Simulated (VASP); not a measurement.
# CdS (P6_3mc) in VASP: notebook

The runs below take CdS through electric field gradients, with LDA.

All numbers are computed with VASP 6.6.1; they aren't measurements. Logs are shortened: lines on timing, memory, paths and dates and some standing lists are left out, and cuts for length are marked.

## (1) The cell of the first run

It takes space group P6_3mc (No. 186, hexagonal). The conventional cell has a = 4.216 Å, b = 4.216 Å, c = 6.881 Å, α = 90.00°, β = 90.00°, γ = 120.00°. Within 3.4 Å of Cd (site symmetry 3m) lie 4 S at 2.56 to 2.65 Å. S (site symmetry 3m) has 4 Cd at 2.56 to 2.65 Å within 3.4 Å.

## (2) Electric field gradients, LDA (volume scaled by 1.06)

File INCAR:

```
ALGO     = Normal         # electronic algorithm
EDIFF    = 1E-8           # SCF threshold, eV
ENCUT    = 520            # plane-wave cutoff, eV
GGA      = CA             # functional
ISIF     = 2              # what is computed and relaxed
ISMEAR   = -1             # smearing method
LASPH    = True           # aspherical terms in the spheres
LCHARG   = False          # write CHGCAR
LEFG     = True         
LREAL    = False          # projectors in reciprocal space
LWAVE    = False          # write WAVECAR
NBANDS   = 26             # bands
NELM     = 60             # most SCF steps
PREC     = Accurate       # precision mode
SIGMA    = 0.02           # smearing width, eV
```

File KPOINTS:

```
k-points
0
Gamma
  8 8 4
```

File POSCAR:

```
CdS
1.0
    4.2158942859      0.0000000000      0.0000000000
   -2.1079471430      3.6510715513      0.0000000000
    0.0000000000      0.0000000000      6.8813669385
Cd S
2 2
Direct
    0.3333333333      0.6666666667      0.0000000000
    0.6666666667      0.3333333333      0.5000000000
    0.3333333333      0.6666666667      0.3850000000
    0.6666666667      0.3333333333      0.8850000000
```

Potentials or basis: VASP PAW LDA potentials, release 64 (Cd, S).

Started as:

```bash
$ cat potpaw_LDA.64/Cd/POTCAR potpaw_LDA.64/S/POTCAR > POTCAR
$ mpirun -np 1 vasp_std > vasp.out
```

OUTCAR:

```text
EDIFF = 1E-8
   ENCUT = 520
   GGA = CA
   ISIF = 2
   ISMEAR = -1
   LASPH = True
   LREAL = False
   NELM = 60
   PREC = Accurate

 ion  position               nearest neighbor table
   1  0.333  0.667  0.000-   4 2.56   4 2.56   4 2.56   3 2.65
   2  0.667  0.333  0.500-   3 2.56   3 2.56   3 2.56   4 2.65
   3  0.333  0.667  0.385-   2 2.56   2 2.56   2 2.56   1 2.65
   4  0.667  0.333  0.885-   1 2.56   1 2.56   1 2.56   2 2.65

  LATTYP: Found a hexagonal cell.
 ALAT       =     4.2158942859
 C/A-ratio  =     1.6322437120

  Lattice vectors:

 A1 = (   4.2158942859,   0.0000000000,   0.0000000000)
 A2 = (  -2.1079471430,   3.6510715513,   0.0000000000)
 A3 = (   0.0000000000,   0.0000000000,   6.8813669385)

Analysis of symmetry for initial positions (statically):
=====================================================================
 Subroutine PRICEL returns:
 Original cell was already a primitive cell.

 Routine SETGRP: Setting up the symmetry group for a
 hexagonal supercell.

 Subroutine GETGRP returns: Found 12 space group operations
 (whereof  6 operations were pure point group operations)
 out of a pool of 24 trial point group operations.

The static configuration has the point symmetry C_3v.
 The point group associated with its full space group is C_6v.

Analysis of symmetry for dynamics (positions and initial velocities):
=====================================================================
 Subroutine PRICEL returns:
 Original cell was already a primitive cell.

 Routine SETGRP: Setting up the symmetry group for a
 hexagonal supercell.

 Subroutine GETGRP returns: Found 12 space group operations
 (whereof  6 operations were pure point group operations)
 out of a pool of 24 trial point group operations.

The dynamic configuration has the point symmetry C_3v.
 The point group associated with its full space group is C_6v.

 Subroutine INISYM returns: Found 12 space group operations
 (whereof  6 operations are pure point group operations),
 and found     1 'primitive' translations

----------------------------------------------------------------------------------------

[... 135 lines left out ...]

 Free energy of the ion-electron system (eV)
  ---------------------------------------------------
  ext. energy  EPLUGINS =         0.00000000
  ---------------------------------------------------
  free energy    TOTEN  =       -14.63389071 eV

  energy without entropy =      -14.63389071  energy(sigma->0) =      -14.63389071

 E-fermi :   0.9947     XC(G=0):  -9.2864

 val. band max:        0.5699366147   @ k =   0.0000   0.0000   0.0000
 cond. band min:       1.4088604145   @ k =   0.0000   0.0000   0.0000
 fundamental gap:      0.8389237998
 Fermi energy:         0.9946584038

 k-point     1 :       0.0000    0.0000    0.0000
  band No.  band energies     occupation
      1     -11.4029      2.00000
      2     -11.0281      2.00000
      3      -6.9808      2.00000
      4      -6.9808      2.00000
      5      -6.9217      2.00000
      6      -6.9217      2.00000
[... 685 lines left out ...]
     25       8.6994      0.00000
     26       8.6994      0.00000

 [... further k-points ...]
[... 5 lines left out ...]
  --------------------------------------------------------------------------------------
  -------------------------------------------------------------------------------------
  Total       -3.1323311     -3.1323311     -3.9219743      0.0000000      0.0000000      0.0000000
  in kB      -47.3798265    -47.3798265    -59.3240175      0.0000000      0.0000000      0.0000000
  external PRESSURE =     -51.3612235 kB  Pullay stress =       0.0000000 kB

 VOLUME and BASIS-vectors are now :
 -----------------------------------------------------------------------------
  energy-cutoff  :      520.00
  volume of cell :      105.92
      direct lattice vectors                 reciprocal lattice vectors
     4.215894286  0.000000000  0.000000000     0.237197598  0.136946097  0.000000000
    -2.107947143  3.651071551  0.000000000     0.000000000  0.273892195  0.000000000
     0.000000000  0.000000000  6.881366939     0.000000000  0.000000000  0.145319965

 POSITION                                       TOTAL-FORCE (eV/Angst)
 -----------------------------------------------------------------------------------
     -0.00000      2.43405      0.00000        -0.000000      0.000000      0.192622
      2.10795      1.21702      3.44068         0.000000     -0.000000      0.192622
     -0.00000      2.43405      2.64933        -0.000000     -0.000000     -0.192622
      2.10795      1.21702      6.09001         0.000000      0.000000     -0.192622
 -----------------------------------------------------------------------------------
    total drift:                               -0.000000      0.000000      0.000603

  FREE ENERGIE OF THE ION-ELECTRON SYSTEM (eV)
  ---------------------------------------------------
  free  energy   TOTEN  =       -14.6338907104 eV

  energy  without entropy=      -14.6338907103  energy(sigma->0) =      -14.63389071

 Electric field gradients (V/A^2)
---------------------------------------------------------------------
 ion       V_xx      V_yy      V_zz      V_xy      V_xz      V_yz
---------------------------------------------------------------------
   1     -16.518   -16.516    33.034     0.001     0.000    -0.000
   2     -16.518   -16.516    33.034     0.001    -0.000     0.000
   3       4.033     4.033    -8.066     0.000    -0.000     0.000
   4       4.033     4.033    -8.066     0.000     0.000    -0.000
---------------------------------------------------------------------

 Electric field gradients after diagonalization (V/A^2)
 (convention: |V_zz| > |V_xx| > |V_yy|)
----------------------------------------------------------------------
 ion       V_xx      V_yy      V_zz     asymmetry (V_yy - V_xx)/ V_zz
----------------------------------------------------------------------
   1     -16.519   -16.515    33.034       0.000
   2     -16.519   -16.515    33.034       0.000
   3       4.033     4.033    -8.066       0.000
   4       4.033     4.033    -8.066       0.000
----------------------------------------------------------------------

           NMR quadrupolar parameters

 Cq : quadrupolar parameter    Cq=e*Q*V_zz/h
 eta: asymmetry parameters     (V_yy - V_xx)/ V_zz
 Q  : nuclear electric quadrupole moment in mb (millibarn)
----------------------------------------------------------------------
 ion       Cq(MHz)       eta       Q (mb)
----------------------------------------------------------------------
   1       0.080       0.000       1.000
   2       0.080       0.000       1.000
   3      -0.020       0.000       1.000
   4      -0.020       0.000       1.000
----------------------------------------------------------------------
```

OSZICAR:

```text
N       E                     dE             d eps       ncg     rms          rms(c)
DAV:   1     0.244960657526E+03    0.24496E+03   -0.17291E+04  1560   0.126E+03
DAV:   2    -0.117466536008E+01   -0.24614E+03   -0.23757E+03  1680   0.318E+02
DAV:   3    -0.155174732941E+02   -0.14343E+02   -0.14241E+02  1874   0.762E+01
DAV:   4    -0.156771434383E+02   -0.15967E+00   -0.15946E+00  1758   0.768E+00
DAV:   5    -0.156795111647E+02   -0.23677E-02   -0.23676E-02  1858   0.946E-01    0.997E+00
DAV:   6    -0.146820256871E+02    0.99749E+00   -0.18337E+00  2074   0.138E+01    0.792E+00
DAV:   7    -0.146472873369E+02    0.34738E-01   -0.52170E-01  1624   0.395E+00    0.368E+00
DAV:   8    -0.146359506477E+02    0.11337E-01   -0.71070E-02  1612   0.248E+00    0.413E-01
DAV:   9    -0.146339248279E+02    0.20258E-02   -0.12291E-02  1854   0.129E+00    0.108E-01
DAV:  10    -0.146338728351E+02    0.51993E-04   -0.83381E-04  1742   0.266E-01    0.912E-02
DAV:  11    -0.146338936706E+02   -0.20835E-04   -0.94335E-05  1722   0.600E-02    0.763E-02
DAV:  12    -0.146338926228E+02    0.10478E-05   -0.41954E-05  1606   0.310E-02    0.323E-02
DAV:  13    -0.146338906771E+02    0.19457E-05   -0.12730E-05  1672   0.353E-02    0.678E-03
DAV:  14    -0.146338907733E+02   -0.96195E-07   -0.87432E-07  1774   0.923E-03    0.305E-03
DAV:  15    -0.146338907216E+02    0.51689E-07   -0.13041E-07  1866   0.355E-03    0.384E-03
DAV:  16    -0.146338907100E+02    0.11633E-07   -0.97348E-08  1640   0.139E-03    0.566E-04
DAV:  17    -0.146338907104E+02   -0.35743E-09   -0.17964E-09   832   0.340E-04
   1 F= -.14633891E+02 E0= -.14633891E+02  d E =-.877692E-11
```

stdout:

```text
POSCAR found type information on POSCAR CdS
 POSCAR found :  2 types and       4 ions
 scaLAPACK will be used
 LDA part: xc-table for (Slater(with rela. corr.)+CA(PZ))
 , standard interpolation
 POSCAR, INCAR and KPOINTS ok, starting setup
 FFT: planning ... GRIDC
 FFT: planning ... GRID_SOFT
 FFT: planning ... GRID
 WAVECAR not read
 entering main loop
ion   1

ion   2

ion   3

ion   4
```

Run time: 32 s. Hardware: 1 thread of Intel Xeon 6975P-C (Granite Rapids), shared host; peak memory 0.22 GiB.

Results:

| Quantity | Value |
| --- | --- |
| Free energy | -14.6339 eV |
| Pressure | -5.1 GPa |
| Largest force | 0.193 eV/Å |
| Band gap on the k mesh | 0.84 eV, direct |

Forces in eV/Å, atoms in the order of the input:
```
Cd   0.000  0.000  0.193
Cd   0.000  0.000  0.193
S    0.000  0.000 -0.193
S    0.000  0.000 -0.193
```

Electric field gradients, principal values (V/Å²):
```
atom    least   middle  greatest (by size)
1 Cd  -16.515  -16.519              33.034
2 Cd  -16.515  -16.519              33.034
 3 S    4.033    4.033              -8.066
 4 S    4.033    4.033              -8.066
```

Caveat: without QUAD_EFG the Cq values of the log hold for a quadrupole moment of 1 mb, not for the nuclei.

## (3) Electric field gradients, LDA (volume scaled by 0.96)

File INCAR:

```
SYSTEM = CdS
PREC     = Accurate       ! precision mode
ENCUT    = 520            ! plane-wave cutoff, eV
EDIFF    = 1E-8           ! SCF threshold, eV
ISMEAR   = -1             ! smearing method
SIGMA    = 0.02           ! smearing width, eV
LREAL    = .False.        ! projectors in reciprocal space
LASPH    = .True.         ! aspherical terms in the spheres
NELM     = 80             ! most SCF steps
ALGO     = Normal         ! electronic algorithm
ISIF     = 2              ! what is computed and relaxed
LWAVE    = .False.        ! write WAVECAR
LCHARG   = .False.        ! write CHGCAR
LEFG     = .True.       
NBANDS   = 26             ! bands
```

File KPOINTS:

```
Automatic mesh
0
Gamma
  8 8 4
  0 0 0
```

File POSCAR:

```
CdS
1.0
    4.0789166881      0.0000000000      0.0000000000
   -2.0394583441      3.5324454719      0.0000000000
    0.0000000000      0.0000000000      6.6577861159
Cd S
2 2
Direct
    0.3333333333      0.6666666667      0.0000000000
    0.6666666667      0.3333333333      0.5000000000
    0.3333333333      0.6666666667      0.3850000000
    0.6666666667      0.3333333333      0.8850000000
```

Potentials or basis: VASP PAW LDA potentials, release 64 (Cd, S).

Started as:

```bash
$ cat potpaw_LDA.64/Cd/POTCAR potpaw_LDA.64/S/POTCAR > POTCAR
$ mpirun -np 1 vasp_std > vasp.out
```

OUTCAR:

```text
SYSTEM = CdS
   PREC = Accurate
   ENCUT = 520
   EDIFF = 1E-8
   ISMEAR = -1
   LREAL = .False.
   LASPH = .True.
   NELM = 80
   ISIF = 2

 ion  position               nearest neighbor table
   1  0.333  0.667  0.000-   4 2.48   4 2.48   4 2.48   3 2.56
   2  0.667  0.333  0.500-   3 2.48   3 2.48   3 2.48   4 2.56
   3  0.333  0.667  0.385-   2 2.48   2 2.48   2 2.48   1 2.56
   4  0.667  0.333  0.885-   1 2.48   1 2.48   1 2.48   2 2.56

  LATTYP: Found a hexagonal cell.
 ALAT       =     4.0789166881
 C/A-ratio  =     1.6322437120

  Lattice vectors:

 A1 = (   4.0789166881,   0.0000000000,   0.0000000000)
 A2 = (  -2.0394583441,   3.5324454719,   0.0000000000)
 A3 = (   0.0000000000,   0.0000000000,   6.6577861159)

Analysis of symmetry for initial positions (statically):
=====================================================================
 Subroutine PRICEL returns:
 Original cell was already a primitive cell.

 Routine SETGRP: Setting up the symmetry group for a
 hexagonal supercell.

 Subroutine GETGRP returns: Found 12 space group operations
 (whereof  6 operations were pure point group operations)
 out of a pool of 24 trial point group operations.

The static configuration has the point symmetry C_3v.
 The point group associated with its full space group is C_6v.

Analysis of symmetry for dynamics (positions and initial velocities):
=====================================================================
 Subroutine PRICEL returns:
 Original cell was already a primitive cell.

 Routine SETGRP: Setting up the symmetry group for a
 hexagonal supercell.

[... 168 lines left out ...]
      4      -6.4905      2.00000
      5      -6.4148      2.00000
      6      -6.4148      2.00000
[... 685 lines left out ...]
     25       9.7163      0.00000
     26       9.7163      0.00000

 [... further k-points ...]
[... 5 lines left out ...]
  --------------------------------------------------------------------------------------
  -------------------------------------------------------------------------------------
  Total        0.6733677      0.6733677     -0.8205100     -0.0000000      0.0000000      0.0000000
  in kB       11.2463790     11.2463790    -13.7039049     -0.0000000      0.0000000      0.0000000
  external PRESSURE =       2.9296177 kB  Pullay stress =       0.0000000 kB

 VOLUME and BASIS-vectors are now :
 -----------------------------------------------------------------------------
  energy-cutoff  :      520.00
  volume of cell :       95.93
      direct lattice vectors                 reciprocal lattice vectors
     4.078916688  0.000000000  0.000000000     0.245163134  0.141545002  0.000000000
    -2.039458344  3.532445472  0.000000000     0.000000000  0.283090003  0.000000000
     0.000000000  0.000000000  6.657786116     0.000000000  0.000000000  0.150200079

 POSITION                                       TOTAL-FORCE (eV/Angst)
 -----------------------------------------------------------------------------------
     -0.00000      2.35496      0.00000        -0.000000     -0.000000      0.291065
      2.03946      1.17748      3.32889        -0.000000      0.000000      0.291065
     -0.00000      2.35496      2.56325         0.000000     -0.000000     -0.291065
      2.03946      1.17748      5.89214         0.000000      0.000000     -0.291065
 -----------------------------------------------------------------------------------
    total drift:                               -0.000000      0.000000      0.000273

  FREE ENERGIE OF THE ION-ELECTRON SYSTEM (eV)
  ---------------------------------------------------
  free  energy   TOTEN  =       -14.7997427304 eV

  energy  without entropy=      -14.7997427304  energy(sigma->0) =      -14.79974273

 Electric field gradients (V/A^2)
---------------------------------------------------------------------
 ion       V_xx      V_yy      V_zz      V_xy      V_xz      V_yz
---------------------------------------------------------------------
   1     -18.917   -18.915    37.832     0.002     0.000    -0.000
   2     -18.917   -18.915    37.832     0.002    -0.000     0.000
   3       3.131     3.131    -6.262     0.000     0.000    -0.000
   4       3.131     3.131    -6.262     0.000    -0.000     0.000
---------------------------------------------------------------------

 Electric field gradients after diagonalization (V/A^2)
 (convention: |V_zz| > |V_xx| > |V_yy|)
----------------------------------------------------------------------
 ion       V_xx      V_yy      V_zz     asymmetry (V_yy - V_xx)/ V_zz
----------------------------------------------------------------------
   1     -18.919   -18.914    37.832       0.000
   2     -18.919   -18.914    37.832       0.000
   3       3.131     3.131    -6.262       0.000
   4       3.131     3.131    -6.262       0.000
----------------------------------------------------------------------

           NMR quadrupolar parameters

 Cq : quadrupolar parameter    Cq=e*Q*V_zz/h
 eta: asymmetry parameters     (V_yy - V_xx)/ V_zz
 Q  : nuclear electric quadrupole moment in mb (millibarn)
----------------------------------------------------------------------
 ion       Cq(MHz)       eta       Q (mb)
----------------------------------------------------------------------
   1       0.091       0.000       1.000
   2       0.091       0.000       1.000
   3      -0.015       0.000       1.000
   4      -0.015       0.000       1.000
----------------------------------------------------------------------
```

OSZICAR:

```text
N       E                     dE             d eps       ncg     rms          rms(c)
DAV:   1     0.249378858999E+03    0.24938E+03   -0.17626E+04  1560   0.128E+03
DAV:   2    -0.248234352125E+01   -0.25186E+03   -0.24342E+03  1728   0.326E+02
DAV:   3    -0.156944960993E+02   -0.13212E+02   -0.13141E+02  1846   0.756E+01
[... 13 lines left out ...]
DAV:  17    -0.147997447099E+02    0.34939E-05   -0.24195E-06  1594   0.729E-03    0.369E-02
DAV:  18    -0.147997428385E+02    0.18714E-05   -0.34858E-06  1596   0.787E-03    0.806E-03
DAV:  19    -0.147997427497E+02    0.88728E-07   -0.17839E-07  1832   0.208E-03    0.248E-03
DAV:  20    -0.147997427306E+02    0.19146E-07   -0.30397E-08  1570   0.823E-04    0.677E-04
DAV:  21    -0.147997427304E+02    0.22874E-09   -0.18350E-09   810   0.292E-04
   1 F= -.14799743E+02 E0= -.14799743E+02  d E =-.993386E-12
```

It took 69 s on 1 thread of Intel Xeon Platinum 8375C at 2.90GHz (Ice Lake), shared host; peak memory 0.2 GiB.

Results:

```
Free energy            : -14.7997 eV
Pressure               : 0.3 GPa
Largest force          : 0.291 eV/Å
Band gap on the k mesh : 1.06 eV, direct
```

Forces on the atoms (eV/Å):
```
Cd   0.000  0.000  0.291
Cd   0.000  0.000  0.291
S    0.000  0.000 -0.291
S    0.000  0.000 -0.291
```

Electric field gradients, principal values (V/Å²):
```tsv
atom	least	middle	greatest (by size)
1 Cd	-18.914	-18.919	37.832
2 Cd	-18.914	-18.919	37.832
3 S	3.131	3.131	-6.262
4 S	3.131	3.131	-6.262
```

Caveat: without QUAD_EFG the Cq values of the log hold for a quadrupole moment of 1 mb, not for the nuclei.

(Continued in part 2 of 2.)
